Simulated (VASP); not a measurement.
Crystal: ScSbTe4.

```
Sc Sb Te
1.0
     0.00000    4.39120    4.39120
     4.39120    0.00000    4.39120
     4.39120    4.39120    0.00000
Sc Sb Te
1 1 4
Direct
  0.75000 0.75000 0.75000
  0.00000 0.00000 0.00000
  0.37412 0.87763 0.37412
  0.37412 0.37412 0.87763
  0.87763 0.37412 0.37412
  0.37412 0.37412 0.37412
```

| Property | Result |
| --- | --- |
| Program | VASP 6.6.1 |
| Task | relaxation of cell and atoms |
| Functional | PBE |
| Potentials or basis | VASP PAW PBE potentials, release 64 (Sc_sv, Sb, Te) |
| Cutoff | 600 eV |
| k mesh | 8 × 8 × 8 |
| Occupations | gaussian, width 0.1 eV |
| Spin | no spin polarisation |

At the start: pressure 2.2 GPa; volume 28.22 Å³/atom.

**Question.** How do energy, volume and symmetry change on relaxing?

**Answer.** Over 5 steps the energy falls by 8.8 meV/atom and the volume is 29.34 Å³/atom (+4.0 %); space group F-43m (No. 216, to 0.05 Å).

The path:
| step | energy change (eV) | largest force (eV/Å) | pressure (GPa) | volume (Å³) |
| --- | --- | --- | --- | --- |
| 1 | 0.0000 | 0.2930 | 2.15 | 169.35 |
| 2 | -0.0462 | 0.0333 | -0.75 | 178.81 |
| 3 | -0.0517 | 0.0885 | -0.09 | 176.39 |
| 4 | -0.0527 | 0.0242 | -0.01 | 176.13 |
| 5 | -0.0528 | 0.0015 | 0.01 | 176.04 |

Final structure:
```
Sc Sb Te
1.0
     0.00000    4.44832    4.44832
     4.44832    0.00000    4.44832
     4.44832    4.44832    0.00000
Sc Sb Te
1 1 4
Direct
  0.75000 0.75000 0.75000
  0.00000 0.00000 0.00000
  0.37519 0.87442 0.37519
  0.37519 0.37519 0.87442
  0.87442 0.37519 0.37519
  0.37519 0.37519 0.37519
```
